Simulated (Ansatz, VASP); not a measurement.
Two plane-wave programs on AlN

```xyz
4
Lattice="3.1110 0.0000 0.0000 -1.5555 2.6942 0.0000 0.0000 0.0000 4.9780" Properties=species:S:1:pos:R:3 pbc="T T T"
Al    0.0000    1.7961    0.0000
Al    1.5555    0.8981    2.4890
N     0.0000    1.7961    1.9165
N     1.7028    0.8700    4.4046
```

Change from the starting cell: one atom moved.

Alike in both runs: task single point; functional PBEsol; k mesh 9 × 9 × 6; occupations gaussian, width 0.02 eV; no spin polarisation.

|  | VASP | Ansatz |
| --- | --- | --- |
| version | VASP 6.6.1 | Ansatz 0.2.0 |
| potentials or method | VASP PAW PBE potentials, release 64 (Al, N), cutoff 520 eV | scalar-relativistic, plane waves, PAW |
| valence electrons in the cell | 16 | 16 |

```tsv
	VASP	Ansatz	Ansatz less VASP
gap on the k mesh at the Fermi level (eV)	3.99	3.97	-0.016
least direct gap on the mesh (eV)	3.99	3.97	-0.016
pressure (GPa)	2.0	2.0	+0.02
traceless stress, the component that is largest in VASP (GPa)	6.34	6.23	-0.111
rms of the force components (eV/Å)	0.896	0.886	-0.0101
```

VASP's potentials were made for PBE, not for PBEsol. Atom by atom the forces differ by 0.010 eV/Å (rms over components).
